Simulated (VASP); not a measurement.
Set up this calculation in VASP 6.6.1, as the native input.

```yaml
Task: single point
Functional: LDA
Potentials_or_basis: VASP PAW LDA potentials, release 64 (Ga_d, Sb)
Cutoff: 520 eV
k_mesh: 12 × 12 × 12
Occupations: fermi-dirac, width 0.1 eV
Spin: no spin polarisation
Dipole_correction: no
Further_INCAR_settings: ALGO = Normal; EDIFF = 1e-07; NBANDS = 16
```

The structure of GaSb lies in POSCAR:

```
GaSb
1.0
    0.0000000000      3.0253717464      3.0253717464
    3.0253717464      0.0000000000      3.0253717464
    3.0253717464      3.0253717464      0.0000000000
Ga Sb
1 1
Direct
    0.0000000000      0.0000000000      0.0000000000
    0.7500000000      0.7500000000      0.7500000000
```

The input as run:

INCAR

```
SYSTEM = GaSb
PREC = Accurate
ENCUT = 520
EDIFF = 1E-7
ISMEAR = -1
SIGMA = 0.1
LREAL = .FALSE.
LASPH = .TRUE.
NELM = 80
ALGO = Normal
ISIF = 2
LWAVE = .FALSE.
LCHARG = .FALSE.
NBANDS = 16
```

KPOINTS

```
regular mesh
0
G
  12 12 12
  0 0 0
```

Potentials or basis: VASP PAW LDA potentials, release 64 (Ga_d, Sb).

Run with:

```sh
$ cat potpaw_LDA.64/Ga_d/POTCAR potpaw_LDA.64/Sb/POTCAR > POTCAR
$ mpirun -np 1 vasp_std > vasp.out
```

Results of the run:

```json
{
 "Pressure": "0.2 GPa"
}
```

Wall time 18 s on 1 thread of Intel(R) Xeon(R) 6975P-C (Granite Rapids), with other jobs on the host, peak memory 0.19 GiB.
